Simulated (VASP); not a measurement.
A run of VASP 6.6.1:

INCAR

```
ALGO     = Normal         # electronic algorithm
EDIFF    = 1E-6           # SCF threshold, eV
ENCUT    = 520            # plane-wave cutoff, eV
GGA      = PE             # functional
ISIF     = 2              # what is computed and relaxed
ISMEAR   = 0              # smearing method
LASPH    = True           # aspherical terms in the spheres
LCHARG   = True           # write CHGCAR
LELF     = True           # ELF
LREAL    = False          # projectors in reciprocal space
LVHAR    = True         
LWAVE    = False          # write WAVECAR
NBANDS   = 22             # bands
NELM     = 60             # most SCF steps
PREC     = Accurate       # precision mode
SIGMA    = 0.1            # smearing width, eV
```

The input KPOINTS:

```
k-points
0
Gamma
  4 4 2
```

File POSCAR:

```
SbSe4
1.0
    4.9997546659      0.0000000000      0.0000000000
    0.0000000000      4.9997546659      0.0000000000
    0.0000000000      0.0000000000      5.2502889082
Sb Se
1 4
Direct
    0.0000000000      0.0000000000      0.0000000000
    0.0000000000      0.5000000000      0.5000000000
    0.5000000000      0.0000000000      0.5000000000
    0.5000000000      0.5000000000      0.5000000000
    0.5000000000      0.5000000000      0.0000000000
```

Potentials or basis: VASP PAW PBE potentials, release 64 (Sb, Se).

The run is started by

```sh
$ cat potpaw_PBE.64/Sb/POTCAR potpaw_PBE.64/Se/POTCAR > POTCAR
$ mpirun -np 1 vasp_std > vasp.out
```

Hardware: 1 thread of Intel(R) Xeon(R) Platinum 8559C (Emerald Rapids), on a shared host.

Q: How long does it take, and how much memory?

A: It took 19 s on 1 thread of Intel(R) Xeon(R) Platinum 8559C (Emerald Rapids), with other jobs on the host, peak memory 0.23 GiB. Counts: scf iterations 13, k points 12.
